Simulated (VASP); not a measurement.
# SnO (Cm) in VASP: single point with PBEsol

Aim: the single point of SnO with PBEsol.

Program: VASP 6.6.1. These are calculated values, not measurements. Logs are shortened: lines on timing, memory, paths and dates and some standing lists are left out, and cuts for length are marked.

### 1 The cell of the first run

Symmetry: Cm, No. 8, monoclinic system. The conventional cell has a = 5.655 Å, b = 5.223 Å, c = 4.982 Å, α = 90.00°, β = 92.51°, γ = 90.00°. Sn (site symmetry m) has 4 O at 2.16 to 2.27 Å within 2.9 Å. Within 2.9 Å of Sn (site symmetry m) lie 4 O at 2.15 to 2.37 Å. O (site symmetry 1) has 4 Sn at 2.15 to 2.37 Å and 4 O at 2.44 to 2.83 Å within 2.9 Å.

### 2 Single point, PBEsol (strained and its atoms moved)

INCAR

```
PREC = Accurate ; ENCUT = 520
EDIFF = 1E-6 ; ISMEAR = 0
SIGMA = 0.1 ; LREAL = False
LASPH = True ; NELM = 60
ALGO = Normal ; ISIF = 2
LWAVE = False ; LCHARG = False
GGA = PS ; NBANDS = 28
```

KPOINTS

```
regular mesh
0
Gamma
  10 10 8
```

POSCAR

```
SnO
1.0
    3.8453808200     -0.1520800000      0.0613262600
   -0.1520800000      3.8453808200     -0.0613262600
    0.0780046800     -0.0780046800      4.9808865600
Sn O
2 2
Direct
   -0.0138655876      0.5138655876      0.2254493308
    0.5215506394     -0.0215506394      0.7663957503
   -0.0198628777     -0.0121778260      0.0040774595
    0.5121778260      0.5198628777      0.0040774595
```

Potentials or basis: VASP PAW PBE potentials, release 64 (Sn_d, O).

Started as:

```bash
$ cat potpaw_PBE.64/Sn_d/POTCAR potpaw_PBE.64/O/POTCAR > POTCAR
$ mpirun -np 1 vasp_std > vasp.out
```

OUTCAR:

```text
PREC = Accurate
   ENCUT = 520
   EDIFF = 1E-6
   ISMEAR = 0
   LREAL = False
   LASPH = True
   NELM = 60
   ISIF = 2
   GGA = PS

 ion  position               nearest neighbor table
   1  0.986  0.514  0.225-   3 2.16   4 2.16   4 2.27   3 2.27   2 3.47   2 3.47   2 3.56   2 3.68
                             2 3.71
   2  0.522  0.978  0.766-   3 2.15   4 2.15   4 2.37   3 2.37   1 3.47   1 3.47   1 3.56   1 3.68
                             1 3.71
   3  0.980  0.988  0.004-   2 2.15   1 2.16   1 2.27   2 2.37
   4  0.512  0.520  0.004-   2 2.15   1 2.16   1 2.27   2 2.37

  LATTYP: Found a base centered monoclinic cell.
 ALAT       =     5.6545936773
 B/A-ratio  =     0.9236943285
 C/A-ratio  =     0.8810726836
 COS(beta)  =    -0.0438225369

  Lattice vectors:

 A1 = (  -0.1520800000,   3.8453808200,  -0.0613262600)
 A2 = (  -3.8453808200,   0.1520800000,  -0.0613262600)
 A3 = (   0.0780046800,  -0.0780046800,   4.9808865600)

Analysis of symmetry for initial positions (statically):
=====================================================================
 Subroutine PRICEL returns:
 Original cell was already a primitive cell.

 Routine SETGRP: Setting up the symmetry group for a
 base centered monoclinic supercell.

 Subroutine GETGRP returns: Found  2 space group operations
 (whereof  1 operations were pure point group operations)
 out of a pool of  4 trial point group operations.

The static configuration has the point symmetry C_1 .
 The point group associated with its full space group is C_1h.

Analysis of symmetry for dynamics (positions and initial velocities):
=====================================================================
 Subroutine PRICEL returns:
 Original cell was already a primitive cell.

 Routine SETGRP: Setting up the symmetry group for a
 base centered monoclinic supercell.

 Subroutine GETGRP returns: Found  2 space group operations
 (whereof  1 operations were pure point group operations)
 out of a pool of  4 trial point group operations.

The dynamic configuration has the point symmetry C_1 .
 The point group associated with its full space group is C_1h.

 Subroutine INISYM returns: Found  2 space group operations
 (whereof  1 operations are pure point group operations),
 and found     1 'primitive' translations

----------------------------------------------------------------------------------------

                                     Primitive cell

  volume of cell :      73.5016

  direct lattice vectors                    reciprocal lattice vectors
     3.845380820 -0.152080000  0.061326260     0.260519784  0.010240722 -0.003919571
    -0.152080000  3.845380820 -0.061326260     0.010240722  0.260519784  0.003919571
     0.078004680 -0.078004680  4.980886560    -0.003081515  0.003081515  0.200863989

  length of vectors
     3.848875535  3.848875535  4.982108026     0.260750443  0.260750443  0.200911258

  position of ions in fractional coordinates (direct lattice)
     0.986134412  0.513865588  0.225449331
     0.521550639  0.978449361  0.766395750
     0.980137122  0.987822174  0.004077460
     0.512177826  0.519862878  0.004077460

  ion indices of the primitive-cell ions
   primitive index   ion index
                 1           1
                 2           2
                 3           3
                 4           4

----------------------------------------------------------------------------------------

 KPOINTS: regular mesh

Automatic generation of k-mesh.
 Grid dimensions read from file:
 generate k-points for:   10   10    8

 Generating k-lattice:

  Cartesian coordinates                     Fractional coordinates (reciprocal lattice)
     0.026051978  0.001024072 -0.000391957     0.100000000  0.000000000 -0.000000000
     0.001024072  0.026051978  0.000391957     0.000000000  0.100000000  0.000000000
    -0.000385189  0.000385189  0.025107999     0.000000000 -0.000000000  0.125000000

  Length of vectors
     0.026075044  0.026075044  0.025113907

  Shift w.r.t. Gamma in fractional coordinates (k-lattice)
     0.000000000  0.000000000  0.000000000

 Subroutine IBZKPT returns following result:
 ===========================================

 Found    227 irreducible k-points:

 Following reciprocal coordinates:
            Coordinates               Weight
  0.000000  0.000000  0.000000      1.000000
  0.100000 -0.000000  0.000000      4.000000
  0.200000 -0.000000  0.000000      4.000000
  0.300000 -0.000000  0.000000      4.000000
  0.400000  0.000000  0.000000      4.000000
  0.500000 -0.000000  0.000000      2.000000
[... 16 lines left out ...]
  0.300000  0.300000  0.000000      2.000000
  0.400000  0.300000  0.000000      4.000000
 [... further k-points ...]
   k-points           NKPTS =    227   k-points in BZ     NKDIM =    227   number of bands    NBANDS=     28
   number of dos      NEDOS =    301   number of ions     NIONS =      4
   total plane-waves  NPLWV =  36000
   dimension x,y,z NGX =    30 NGY =   30 NGZ =   40
   dimension x,y,z NGXF=    60 NGYF=   60 NGZF=   80
   ions per type =               2   2
   NGX,Y,Z   is equivalent  to a cutoff of  12.96, 12.96, 13.35 a.u.
   NGXF,Y,Z  is equivalent  to a cutoff of  25.92, 25.92, 26.69 a.u.
 SYSTEM =  unknown system
   PREC   = accura    normal or accurate (medium, high low for compatibility)
   ISTART =      0    job   : 0-new  1-cont  2-samecut
   ICHARG =      2    charge: 1-file 2-atom 10-const
   ISPIN  =      1    spin polarized calculation?
   LNONCOLLINEAR =      F non collinear calculations
   LSORBIT =      F    spin-orbit coupling
   LASPH  =      T    aspherical Exc in radial PAW
   ENCUT  =  520.0 eV  38.22 Ry    6.18 a.u.   7.16  7.16  9.26*2*pi/ulx,y,z
   NELM   =     60;   NELMIN=  2; NELMDL= -5     # of ELM steps
   EDIFF  = 0.1E-05   stopping-criterion for ELM
   LREAL  =      F    real-space projection
   EDIFFG = 0.1E-04   stopping-criterion for IOM
   NSW    =      0    number of steps for IOM
   IBRION =     -1    ionic relax: 0-MD 1-quasi-New 2-CG
   NFREE  =      0    steps in history (QN), initial steepest desc. (CG)
   ISIF   =      2    stress and relaxation
   ISYM   =      2    0-nonsym 1-usesym 2-fastsym
   POTIM  = 0.5000    time-step for ionic-motion
   TEBEG  =    0.0;   TEEND  =   0.0 temperature during run
   PSTRESS=    0.0 pullay stress
   NELECT =      40.0000    total number of electrons
   NUPDOWN=      -1.0000    fix difference up-down
   EMIN   =  10.00;   EMAX   =-10.00  energy-range for DOS
   EFERMI =   0.00;   METHOD = LEGACY
   ISMEAR =     0;   SIGMA  =   0.10  broadening in eV -4-tet -1-fermi 0-gaus
   EFERMI_NEDOS =   21; number of points for ismear=-14 and -15
   IALGO  =     38    algorithm
   IMIX   =      4    mixing-type and parameters
     AMIX     =   0.40;   BMIX     =  1.00
     AMIX_MAG =   1.60;   BMIX_MAG =  1.00
  volume/ion in A,a.u.               =      18.38       124.00
  Fermi-wavevector in a.u.,A,eV,Ry     =   1.336583  2.525775 24.306179  1.786454
  Thomas-Fermi vector in A             =   2.465198
   LORBIT       =      0    0 simple, 1 ext, 2 COOP (PROOUT), +10 PAW based schemes
   GGA     = PS    functional components
   LHFCALC =     F    Hartree Fock is set to
   AEXX    =    0.0000 exact exchange contribution
   IVDW    =     0    specifies the selected vdW correction
   LEPSILON=     F    determine dielectric tensor
   LRPA    =     F    only Hartree local field effects (RPA)
 non-spin polarized calculation
 Gauss-broadening in eV      SIGMA  =   0.10
  energy-cutoff  :      520.00
  volume of cell :       73.50
 maximum number of plane-waves:      2001
 NGX is ok and might be reduce to    30
   NGX = 15   NGY = 15   NGZ = 19

 number of electron      39.9999998 magnetization

 Free energy of the ion-electron system (eV)
  ---------------------------------------------------
  ext. energy  EPLUGINS =         0.00000000
  ---------------------------------------------------
  free energy    TOTEN  =       -23.93103500 eV

  energy without entropy =      -23.93102798  energy(sigma->0) =      -23.93103149

 E-fermi :   6.5673     XC(G=0): -10.2047

 val. band max:        6.3567952424   @ k =   0.1000   0.1000   0.0000
 cond. band min:       6.7438779920   @ k =   0.5000   0.5000   0.0000
 fundamental gap:      0.3870827496
 Fermi energy:         6.5673425535

 k-point     1 :       0.0000    0.0000    0.0000
  band No.  band energies     occupation
      1     -15.3909      2.00000
      2     -15.0256      2.00000
      3     -15.0029      2.00000
      4     -14.9582      2.00000
      5     -14.9487      2.00000
      6     -14.9203      2.00000
[... 20 lines left out ...]
     27      13.3049      0.00000
     28      13.8962      0.00000

 k-point     2 :       0.1000   -0.0000    0.0000
  band No.  band energies     occupation
      1     -15.3866      2.00000
      2     -15.0371      2.00000
      3     -15.0006      2.00000
      4     -14.9559      2.00000
      5     -14.9501      2.00000
      6     -14.9182      2.00000
[... 20 lines left out ...]
     27      13.5189      0.00000
     28      14.5920      0.00000

 k-point     3 :       0.2000   -0.0000    0.0000
  band No.  band energies     occupation
      1     -15.3745      2.00000
      2     -15.0814      2.00000
      3     -14.9940      2.00000
      4     -14.9584      2.00000
      5     -14.9423      2.00000
      6     -14.9139      2.00000
[... 20 lines left out ...]
     27      13.7442      0.00000
     28      16.0278      0.00000

 k-point     4 :       0.3000   -0.0000    0.0000
  band No.  band energies     occupation
      1     -15.3550      2.00000
      2     -15.1526      2.00000
      3     -14.9855      2.00000
      4     -14.9594      2.00000
      5     -14.9321      2.00000
      6     -14.9164      2.00000
[... 578 lines left out ...]
     27      14.6484      0.00000
     28      15.0810      0.00000

 k-point    23 :       0.3000    0.3000    0.0000
  band No.  band energies     occupation
      1     -15.3713      2.00000
      2     -15.2234      2.00000
      3     -14.9764      2.00000
      4     -14.9546      2.00000
      5     -14.9165      2.00000
      6     -14.9029      2.00000
[... 20 lines left out ...]
     27      13.7479      0.00000
     28      15.2810      0.00000

 k-point    24 :       0.4000    0.3000    0.0000
  band No.  band energies     occupation
      1     -15.3667      2.00000
      2     -15.2673      2.00000
      3     -14.9741      2.00000
      4     -14.9549      2.00000
      5     -14.9121      2.00000
      6     -14.8947      2.00000
[... 20 lines left out ...]
     27      13.4767      0.00000
     28      14.6534      0.00000

 [... further k-points ...]

------------------------ aborting loop because EDIFF is reached ----------------------------------------

  FORCE on cell =-STRESS in cart. coord.  units (eV):
  Direction    XX          YY          ZZ          XY          YZ          ZX
  --------------------------------------------------------------------------------------
  -------------------------------------------------------------------------------------
  Total        0.0069733      0.0069733     -0.0062672      3.0456104     -0.5102413      0.5102377
  in kB        0.1520025      0.1520025     -0.1366111     66.3877755    -11.1221670     11.1220872
  external PRESSURE =       0.0557979 kB  Pullay stress =       0.0000000 kB

 VOLUME and BASIS-vectors are now :
 -----------------------------------------------------------------------------
  energy-cutoff  :      520.00
  volume of cell :       73.50
      direct lattice vectors                 reciprocal lattice vectors
     3.845380820 -0.152080000  0.061326260     0.260519784  0.010240722 -0.003919571
    -0.152080000  3.845380820 -0.061326260     0.010240722  0.260519784  0.003919571
     0.078004680 -0.078004680  4.980886560    -0.003081515  0.003081515  0.200863989

 POSITION                                       TOTAL-FORCE (eV/Angst)
 -----------------------------------------------------------------------------------
      3.73150      1.80845      1.15190         0.252823     -0.252823      0.507226
      1.91654      3.62341      3.78931        -0.333577      0.333577     -0.113109
      3.61909      3.64918      0.01984         0.976374      0.895621     -0.197059
      1.89078      1.92086      0.01984        -0.895621     -0.976374     -0.197059
 -----------------------------------------------------------------------------------
    total drift:                                0.000595     -0.000598     -0.000007

  FREE ENERGIE OF THE ION-ELECTRON SYSTEM (eV)
  ---------------------------------------------------
  free  energy   TOTEN  =       -23.9310349981 eV

  energy  without entropy=      -23.9310279821  energy(sigma->0) =      -23.93103149
```

Run time: 5.8 min. Hardware: 1 thread of Intel Xeon Platinum 8259CL at 2.50GHz (Skylake/Cascade Lake), shared host; peak memory 0.46 GiB.

What came out:

| Property | Result |
| --- | --- |
| Free energy | -23.9310 eV |
| Pressure | 0.0 GPa |
| Largest force | 1.340 eV/Å |
| Band gap on the k mesh | 0.39 eV, indirect (least direct gap 1.74 eV) |

Forces on the atoms (eV/Å):
```
Sn   0.253 -0.253  0.507
Sn  -0.334  0.334 -0.113
O    0.976  0.896 -0.197
O   -0.896 -0.976 -0.197
```

Stress tensor (GPa, compression positive):
```
 0.02  6.64  1.11
 6.64  0.02 -1.11
 1.11 -1.11 -0.01
```

Levels at points of the mesh, in eV from the valence-band top:
| k point | band 16 | band 17 | band 18 | band 19 | band 20 | band 21 | band 22 | band 23 | band 24 | band 25 |
| --- | --- | --- | --- | --- | --- | --- | --- | --- | --- | --- |
| (0.00, 0.00, 0.00) | -6.00 | -3.60 | -3.26 | -2.40 | -0.03 | 1.71 | 4.09 | 4.68 | 5.23 | 5.31 |
| (0.50, 0.00, 0.00) | -4.89 | -4.70 | -4.29 | -2.70 | -2.12 | 2.91 | 3.14 | 5.06 | 5.70 | 6.12 |
| (0.50, 0.50, 0.00) | -4.76 | -2.69 | -1.97 | -1.92 | -1.70 | 0.39 | 0.48 | 4.24 | 4.85 | 6.93 |
| (0.00, 0.00, 0.50) | -3.66 | -3.32 | -3.32 | -2.42 | -2.01 | 1.60 | 3.04 | 3.54 | 3.75 | 7.15 |
| (0.50, 0.00, 0.50) | -5.21 | -4.87 | -4.25 | -1.70 | -1.44 | 2.25 | 2.60 | 5.06 | 5.72 | 6.50 |
| (0.50, 0.50, 0.50) | -5.11 | -2.85 | -2.69 | -1.96 | -1.92 | 2.44 | 2.65 | 3.67 | 3.95 | 5.28 |

Caveat: the cell differs from its parent crystal (strained and its atoms moved); the PAW data sets were made with another functional, which shifts forces and pressure a little; spin-orbit coupling is left out, which moves the levels of the heavy elements.
